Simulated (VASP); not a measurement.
Runs of VASP 6.6.1 on GaAs. The structure is that of space group F-43m (No. 216), or close to it. The cells are those of the table. 

| level | cell | k mesh | smearing | gap on the mesh (eV) | pressure (GPa) |
| --- | --- | --- | --- | --- | --- |
| PBE | a = 3.906 Å, angles 60.0°, 2 atoms | 4 × 4 × 4 | gaussian 0.01 eV | 1.05 | 10.0 |
| r2SCAN | a = 4.007, b = 3.957, c = 3.957 Å, angles 60.8, 59.6, 59.6°, 2 atoms | 8 × 8 × 8 | gaussian 0.01 eV | 1.04 | 2.1 |
| PBE | a = 4.007 Å, angles 60.0°, 2 atoms | 8 × 8 × 8 | fermi-dirac 0.02 eV | 0.47 | 2.9 |
| r2SCAN | a = 3.906 Å, angles 60.0°, 2 atoms | 8 × 8 × 8 | gaussian 0.01 eV | 1.57 | 6.7 |
| PBE | a = 4.007 Å, angles 60.0°, 2 atoms | 4 × 4 × 4 | gaussian 0.01 eV | (a) | (b) |

Alike in all rows: task single point; potentials or basis VASP PAW PBE potentials, release 64 (Ga_d, As); no spin polarisation; cutoff (eV) 520.

Q: Estimate the missing entries.

A: (a) 0.46; (b) 3.2.

Caveats: some runs use coarse meshes; the PAW data sets were made with another functional, which shifts forces and pressure a little (some runs).

A k mesh can miss the band edges, and the runs leave out spin-orbit coupling on As, Ga.
